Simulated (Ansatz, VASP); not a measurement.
## Ta2N in VASP and in Ansatz

The input INCAR:

```
SYSTEM = Ta2N
PREC = Accurate
ENCUT = 520
EDIFF = 1E-6
ISMEAR = 0
SIGMA = 0.15
LREAL = .FALSE.
LASPH = .TRUE.
NELM = 100
ALGO = Normal
ISIF = 2
LWAVE = .FALSE.
LCHARG = .FALSE.
GGA = PE
NBANDS = 50
```

File KPOINTS:

```
regular mesh
0
G
  9 9 8
  0 0 0
```

Contents of POSCAR:

```
Ta2N
1.0
    5.2791162262      0.0000000000      0.0000000000
   -2.6395581131      4.5718487614      0.0000000000
    0.0000000000      0.0000000000      5.0214953543
Ta N
6 3
Direct
    0.6435499110      0.6435499110      0.7528547364
    0.0000000000      0.3564500890      0.7528547364
    0.3564500890      0.0000000000      0.7528547364
    0.3564500890      0.3564500890      0.2471452636
    0.0000000000      0.6435499110      0.2471452636
    0.6435499110      0.0000000000      0.2471452636
    0.6666666667      0.3333333333      0.5000000000
    0.3333333333      0.6666666667      0.5000000000
    0.0000000000      0.0000000000      0.0000000000
```

Input for Ansatz:

```yaml
crystal:
  lattice:
    - [5.2791162262, 0.0, 0.0]
    - [-2.6395581131, 4.5718487614, 0.0]
    - [0.0, 0.0, 5.0214953543]
  atoms:
    - { symbol: Ta, position: [0.643549911, 0.643549911, 0.7528547364] }
    - { symbol: Ta, position: [0.0, 0.356450089, 0.7528547364] }
    - { symbol: Ta, position: [0.356450089, 0.0, 0.7528547364] }
    - { symbol: Ta, position: [0.356450089, 0.356450089, 0.2471452636] }
    - { symbol: Ta, position: [0.0, 0.643549911, 0.2471452636] }
    - { symbol: Ta, position: [0.643549911, 0.0, 0.2471452636] }
    - { symbol: "N", position: [0.6666666667, 0.3333333333, 0.5] }
    - { symbol: "N", position: [0.3333333333, 0.6666666667, 0.5] }
    - { symbol: "N", position: [0.0, 0.0, 0.0] }
basis:
  ecutwfc: 520.0
kpoints:
  mp_grid: { grid: [9, 9, 8] }
hamiltonian:
  xc: pbe
  pseudopotentials: { kind: paw, azcp: { folder: soft_1 } }
scf:
  occupations: { method: gaussian, width: 0.15 }
output:
  forces: true
  stress: true
  eigenvalues: true
```

Alike in both runs: task single point; functional PBE; k mesh 9 × 9 × 8; occupations gaussian, width 0.15 eV; no spin polarisation.

|  | VASP | Ansatz |
| --- | --- | --- |
| version | VASP 6.6.1 | Ansatz 0.2.0 |
| potentials or method | VASP PAW PBE potentials, release 64 (Ta_pv, N), cutoff 520 eV | scalar-relativistic, plane waves, PAW |
| valence electrons in the cell | 81 | 93 |

|  | VASP | Ansatz | Ansatz less VASP |
| --- | --- | --- | --- |
| gap on the k mesh at the Fermi level (eV) | none | none | - |
| pressure (GPa) | 4.1 | 3.6 | -0.50 |
| traceless stress, the component that is largest in VASP (GPa) | -2.88 | -2.86 | +0.019 |
| rms of the force components (eV/Å) | 1.437 | 1.433 | -0.0038 |

Atom by atom the forces differ by 0.013 eV/Å (rms over components). A gap of «none» marks a metal or a gap that the smearing closes. With one functional, cell and mesh, what is left measures potentials, basis and numerics. VASP's potentials hold 81 valence electrons a cell and Ansatz's 93, so a difference there can come from the potentials and not from the codes.

Spin-orbit coupling is off throughout.
